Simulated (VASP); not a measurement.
# Sc4InSb (F-43m) in VASP: further runs, part 2 of 2

VASP 6.6.1.

### 4 Relaxation of cell and atoms, PBE

INCAR

```
SYSTEM = Sc4InSb
PREC = Accurate
ENCUT = 600
EDIFF = 1E-7
ISMEAR = 0
SIGMA = 0.1
LREAL = .FALSE.
LASPH = .TRUE.
NELM = 80
ALGO = Fast
ISIF = 3
LWAVE = .FALSE.
LCHARG = .FALSE.
GGA = PE
IBRION = 2
NSW = 90
EDIFFG = -0.04
```

KPOINTS

```
Automatic mesh
0
G
  4 4 4
  0 0 0
```

POSCAR

```
Sc4InSb
1.0
    0.0000000000      3.8873883800      3.8873883800
    3.8873883800      0.0000000000      3.8873883800
    3.8873883800      3.8873883800      0.0000000000
Sc In Sb
4 1 1
Direct
    0.8727561500      0.3757479500      0.3757479500
    0.3757479500      0.3757479500      0.3757479500
    0.3757479500      0.8727561500      0.3757479500
    0.3757479500      0.3757479500      0.8727561500
    0.0000000000      0.0000000000      0.0000000000
    0.7500000000      0.7500000000      0.7500000000
```

Potentials or basis: VASP PAW PBE potentials, release 64 (Sc_sv, In_d, Sb).

Run with:

```console
cat potpaw_PBE.64/Sc_sv/POTCAR potpaw_PBE.64/In_d/POTCAR potpaw_PBE.64/Sb/POTCAR > POTCAR
mpirun -np 1 vasp_std > vasp.out
```

OUTCAR:

```text
SYSTEM = Sc4InSb
   PREC = Accurate
   ENCUT = 600
   EDIFF = 1E-7
   ISMEAR = 0
   LREAL = .FALSE.
   LASPH = .TRUE.
   NELM = 80
   ISIF = 3
   GGA = PE
   IBRION = 2
   NSW = 90
   EDIFFG = -0.04

 ion  position               nearest neighbor table
   1  0.873  0.376  0.376-   2 2.73   3 2.73   4 2.73   2 2.77   4 2.77   3 2.77   6 3.22   6 3.22
                             6 3.22   5 3.23   5 3.23   5 3.23
   2  0.376  0.376  0.376-   1 2.73   3 2.73   4 2.73   4 2.77   3 2.77   1 2.77   6 3.22   6 3.22
                             6 3.22   5 3.23   5 3.23   5 3.23
   3  0.376  0.873  0.376-   1 2.73   2 2.73   4 2.73   4 2.77   2 2.77   1 2.77   6 3.22   6 3.22
                             6 3.22   5 3.23   5 3.23   5 3.23
   4  0.376  0.376  0.873-   1 2.73   2 2.73   3 2.73   2 2.77   3 2.77   1 2.77   6 3.22   6 3.22
                             6 3.22   5 3.23   5 3.23   5 3.23
   5  0.000  0.000  0.000-   1 3.23   3 3.23   4 3.23   2 3.23   2 3.23   2 3.23   1 3.23   1 3.23
                             4 3.23   3 3.23   3 3.23   4 3.23   6 3.37   6 3.37   6 3.37   6 3.37
[... 230 lines left out ...]
  band No.  band energies     occupation
      1     -44.5133      2.00000
      2     -44.4051      2.00000
      3     -44.4051      2.00000
      4     -44.4051      2.00000
      5     -23.5064      2.00000
      6     -23.2919      2.00000
[... 348 lines left out ...]
--------------------------------------- Ionic step        3  -------------------------------------------

 number of electron      61.9999995 magnetization

 Free energy of the ion-electron system (eV)
  ---------------------------------------------------
  ext. energy  EPLUGINS =         0.00000000
  ---------------------------------------------------
  free energy    TOTEN  =       -31.93583016 eV

  energy without entropy =      -31.90496255  energy(sigma->0) =      -31.92039635

 E-fermi :   5.6312     XC(G=0): -10.1621

 val. band max:        5.5550944043   @ k =  -0.2500   0.2500   0.0000
 cond. band min:       5.6495305147   @ k =   0.2500   0.0000   0.0000
 fundamental gap:      0.0944361103
 Fermi energy:         5.6311873039

 k-point     1 :       0.0000    0.0000    0.0000
  band No.  band energies     occupation
      1     -43.9673      2.00000
      2     -43.8340      2.00000
      3     -43.8340      2.00000
      4     -43.8340      2.00000
      5     -23.0565      2.00000
      6     -22.7721      2.00000
[... 342 lines left out ...]
  FREE ENERGIE OF THE ION-ELECTRON SYSTEM (eV)
  ---------------------------------------------------
  free  energy   TOTEN  =       -31.9358301601 eV

  energy  without entropy=      -31.9049625497  energy(sigma->0) =      -31.92039635

 reached required accuracy - stopping structural energy minimisation
```

OSZICAR:

```text
N       E                     dE             d eps       ncg     rms          rms(c)
DAV:   1     0.125841597582E+04    0.12584E+04   -0.29227E+04   600   0.213E+03
DAV:   2     0.115317346626E+03   -0.11431E+04   -0.11289E+04   808   0.801E+02
DAV:   3    -0.235304310239E+02   -0.13885E+03   -0.13590E+03   928   0.368E+02
[... 138 lines left out ...]
RMM:  28    -0.319358297189E+02   -0.21434E-06   -0.22039E-06   384   0.212E-03    0.399E-03
RMM:  29    -0.319358298383E+02   -0.11944E-06   -0.11493E-06   305   0.204E-03    0.406E-03
RMM:  30    -0.319358299803E+02   -0.14192E-06   -0.12604E-06   239   0.156E-03    0.420E-03
RMM:  31    -0.319358301170E+02   -0.13670E-06   -0.94957E-07   257   0.155E-03    0.450E-03
RMM:  32    -0.319358301601E+02   -0.43123E-07   -0.53996E-07   208   0.133E-03
   3 F= -.31935830E+02 E0= -.31920396E+02  d E =-.112568E+01
```

CONTCAR:

```text
Sc4InSb
   1.00000000000000
     0.0000000000000000    4.1668111121432778    4.1668111121432778
     4.1668111121432778   -0.0000000000000000    4.1668111121432778
     4.1668111121432778    4.1668111121432778    0.0000000000000000
  Sc              In              Sb
     4     1     1
Direct
     0.8754721455752174    0.3748426181415918    0.3748426181415918
     0.3748426181415918    0.3748426181415918    0.3748426181415918
     0.3748426181415918    0.8754721455752174    0.3748426181415918
     0.3748426181415918    0.3748426181415918    0.8754721455752174
     0.0000000000000000    0.0000000000000000    0.0000000000000000
     0.7500000000000000    0.7500000000000000    0.7500000000000000

  0.00000000E+00  0.00000000E+00  0.00000000E+00
  0.00000000E+00  0.00000000E+00  0.00000000E+00
  0.00000000E+00  0.00000000E+00  0.00000000E+00
  0.00000000E+00  0.00000000E+00  0.00000000E+00
  0.00000000E+00  0.00000000E+00  0.00000000E+00
  0.00000000E+00  0.00000000E+00  0.00000000E+00
```

It took 7.6 min on 1 thread of Intel Xeon Platinum 8488C (Sapphire Rapids), shared host; peak memory 0.37 GiB.

What came out:

* Free energy: -31.9358 eV
* Relaxed volume: 24.12 Å³/atom
* Relaxed cell: a = 5.893 Å, b = 5.893 Å, c = 5.893 Å, α = 60.00°, β = 60.00°, γ = 60.00°
* Space group after relaxing (to 0.1 Å): F-43m (No. 216)
* Energy gained by relaxing: 187.6 meV/atom
* Ionic steps: 3
* Pressure after relaxing: 0.2 GPa
* Largest force after relaxing: 0.029 eV/Å
* Band gap on the k mesh: zero (bands 31 and 32 overlap by 0.58 eV)

Forces on the atoms (eV/Å):
```
Sc  -0.017  0.017  0.017
Sc  -0.017 -0.017 -0.017
Sc   0.017 -0.017  0.017
Sc   0.017  0.017 -0.017
In   0.000  0.000  0.000
Sb   0.000  0.000  0.000
```

Step by step:
```tsv
step	energy change (eV)	largest force (eV/Å)	pressure (GPa)	volume (Å³)
1	0.0000	0.3131	15.44	117.49
2	-1.0713	0.0141	-2.27	152.59
3	-1.1257	0.0290	0.17	144.69
```

Final structure:
```
Sc In Sb
1.0
     0.00000    4.16681    4.16681
     4.16681    0.00000    4.16681
     4.16681    4.16681    0.00000
Sc In Sb
4 1 1
Cartesian
  3.1238 5.2098 5.2098
  3.1238 3.1238 3.1238
  5.2098 3.1238 5.2098
  5.2098 5.2098 3.1238
  0.0000 0.0000 0.0000
  6.2502 6.2502 6.2502
```

Levels at points of the mesh, in eV from the Fermi level:
| k point | band 29 | band 30 | band 31 | band 32 | band 33 | band 34 |
| --- | --- | --- | --- | --- | --- | --- |
| (0.00, 0.00, 0.00) | -1.03 | -1.03 | -0.46 | -0.46 | -0.46 | 0.27 |
| (0.50, 0.00, 0.00) | -1.12 | -0.18 | -0.09 | -0.09 | 0.28 | 0.99 |
| (0.50, 0.50, 0.00) | -0.55 | -0.54 | -0.24 | 0.35 | 0.45 | 1.01 |

Caveat: the volume moved by over 15 % at a fixed basis, so the end points are rough; spin-orbit coupling is left out, which moves the levels of the heavy elements.

### 5 Single point, PBE

This run uses another cell than the first one, of 24.22 Å³/atom.

INCAR

```
PREC     = Accurate       # precision mode
ENCUT    = 520            # plane-wave cutoff, eV
EDIFF    = 1E-6           # SCF threshold, eV
ISMEAR   = 0              # smearing method
SIGMA    = 0.1            # smearing width, eV
LREAL    = F              # projectors in reciprocal space
LASPH    = T              # aspherical terms in the spheres
NELM     = 100            # most SCF steps
ALGO     = Fast           # electronic algorithm
ISIF     = 2              # what is computed and relaxed
LWAVE    = F              # write WAVECAR
LCHARG   = F              # write CHGCAR
GGA      = PE             # functional
NBANDS   = 40             # bands
```

KPOINTS

```
Automatic mesh
0
Gamma
  8 8 8
```

POSCAR

```
Sc4InSb
1.0
    0.0000000000      4.1729981928      4.1729981928
    4.1729981928      0.0000000000      4.1729981928
    4.1729981928      4.1729981928      0.0000000000
Sc In Sb
4 1 1
Direct
    0.6251591978      0.6251591978      0.1245224066
    0.6251591978      0.1245224066      0.6251591978
    0.1245224066      0.6251591978      0.6251591978
    0.6251591978      0.6251591978      0.6251591978
    0.0000000000      0.0000000000      0.0000000000
    0.2500000000      0.2500000000      0.2500000000
```

Potentials or basis: VASP PAW PBE potentials, release 64 (Sc_sv, In_d, Sb).

Run with:

```console
cat potpaw_PBE.64/Sc_sv/POTCAR potpaw_PBE.64/In_d/POTCAR potpaw_PBE.64/Sb/POTCAR > POTCAR
mpirun -np 1 vasp_std > vasp.out
```

OUTCAR:

```text
PREC = Accurate
   ENCUT = 520
   EDIFF = 1E-6
   ISMEAR = 0
   LREAL = F
   LASPH = T
   NELM = 100
   ISIF = 2
   GGA = PE

 ion  position               nearest neighbor table
   1  0.625  0.625  0.125-   2 2.95   3 2.95   4 2.95   4 2.95   2 2.95   3 2.95   5 3.46   5 3.46
                             5 3.46   6 3.46   6 3.46   6 3.46
   2  0.625  0.125  0.625-   1 2.95   3 2.95   4 2.95   1 2.95   4 2.95   3 2.95   5 3.46   5 3.46
                             5 3.46   6 3.46   6 3.46   6 3.46
   3  0.125  0.625  0.625-   1 2.95   2 2.95   4 2.95   4 2.95   1 2.95   2 2.95   5 3.46   5 3.46
                             5 3.46   6 3.46   6 3.46   6 3.46
   4  0.625  0.625  0.625-   1 2.95   2 2.95   3 2.95   1 2.95   2 2.95   3 2.95   5 3.46   5 3.46
                             5 3.46   6 3.46   6 3.46   6 3.46
   5  0.000  0.000  0.000-   1 3.46   2 3.46   3 3.46   4 3.46   4 3.46   4 3.46   3 3.46   2 3.46
                             1 3.46   1 3.46   2 3.46   3 3.46   6 3.61   6 3.61   6 3.61   6 3.61
   6  0.250  0.250  0.250-   2 3.46   3 3.46   1 3.46   3 3.46   1 3.46   2 3.46   4 3.46   4 3.46
                             4 3.46   1 3.46   2 3.46   3 3.46   5 3.61   5 3.61   5 3.61   5 3.61

  LATTYP: Found a face centered cubic cell.
 ALAT       =     8.3459963856

  Lattice vectors:

 A1 = (   0.0000000000,   4.1729981928,   4.1729981928)
[... 197 lines left out ...]
      2     -43.8563      2.00000
      3     -43.8563      2.00000
      4     -43.8563      2.00000
      5     -23.0596      2.00000
      6     -22.7933      2.00000
[... 1021 lines left out ...]
     39       7.7183      0.00000
     40       7.9167      0.00000

 [... further k-points ...]

------------------------ aborting loop because EDIFF is reached ----------------------------------------

  FORCE on cell =-STRESS in cart. coord.  units (eV):
  Direction    XX          YY          ZZ          XY          YZ          ZX
  --------------------------------------------------------------------------------------
  -------------------------------------------------------------------------------------
  Total        0.0542543      0.0542543      0.0542543      0.0000000     -0.0000000     -0.0000000
  in kB        0.5980949      0.5980949      0.5980949      0.0000000     -0.0000000     -0.0000000
  external PRESSURE =       0.5980949 kB  Pullay stress =       0.0000000 kB

 VOLUME and BASIS-vectors are now :
 -----------------------------------------------------------------------------
  energy-cutoff  :      520.00
  volume of cell :      145.34
      direct lattice vectors                 reciprocal lattice vectors
     0.000000000  4.172998193  4.172998193    -0.119817929  0.119817929  0.119817929
     4.172998193  0.000000000  4.172998193     0.119817929 -0.119817929  0.119817929
     4.172998193  4.172998193  0.000000000     0.119817929  0.119817929 -0.119817929

 POSITION                                       TOTAL-FORCE (eV/Angst)
 -----------------------------------------------------------------------------------
      3.12842      3.12842      5.21758        -0.000125     -0.000125      0.000125
      3.12842      5.21758      3.12842        -0.000125      0.000125     -0.000125
      5.21758      3.12842      3.12842         0.000125     -0.000125     -0.000125
      5.21758      5.21758      5.21758         0.000125      0.000125      0.000125
      0.00000      0.00000      0.00000         0.000000      0.000000      0.000000
      2.08650      2.08650      2.08650         0.000000      0.000000      0.000000
 -----------------------------------------------------------------------------------
    total drift:                                0.000000      0.000000      0.000000

  FREE ENERGIE OF THE ION-ELECTRON SYSTEM (eV)
  ---------------------------------------------------
  free  energy   TOTEN  =       -31.9084966134 eV

  energy  without entropy=      -31.8639210180  energy(sigma->0) =      -31.88620882
```

Wall time 6 min (1 thread of Intel Xeon Platinum 8488C (Sapphire Rapids), shared host); peak memory 0.41 GiB.

What came out:

| Item | Value |
| --- | --- |
| Free energy | -31.9085 eV |
| Pressure | 0.1 GPa |
| Band gap on the k mesh | zero (bands 31 and 32 overlap by 0.73 eV) |

Caveat: spin-orbit coupling is left out, which moves the levels of the heavy elements.

### 6 Overview

```tsv
task	cell	k mesh	cutoff (eV)	gap on the mesh (eV)	pressure (GPa)	largest force (eV/Å)
single point	a = 5.498 Å, angles 60.0°, 6 atoms, atomic positions A	4 × 4 × 4	520	none	15.4	0.31
single point	a = 5.903 Å, angles 60.0°, 6 atoms, atomic positions B	4 × 4 × 4	520	none	-0.1	0.01
relaxation of cell and atoms	relaxed from a = 5.498 Å, angles 60.0°, 6 atoms, atomic positions A	4 × 4 × 4	600	none	0.2	0.03
single point	a = 5.902 Å, angles 60.0°, 6 atoms, atomic positions C	8 × 8 × 8	520	none	0.1	-
```

Alike in all rows: level PBE; potentials or basis VASP PAW PBE potentials, release 64 (Sc_sv, In_d, Sb); no spin polarisation; smearing gaussian 0.1 eV.

Caveats: spin-orbit coupling is left out, which moves the levels of the heavy elements; the cell stands under pressure (at least some runs); the volume moved by over 15 % at a fixed basis, so the end points are rough (at least some runs).

Total energies depend on the potentials used, so only differences within one code and one set of settings carry meaning.

The gap in the log of VASP goes by the Fermi energy; the results here count the filled bands.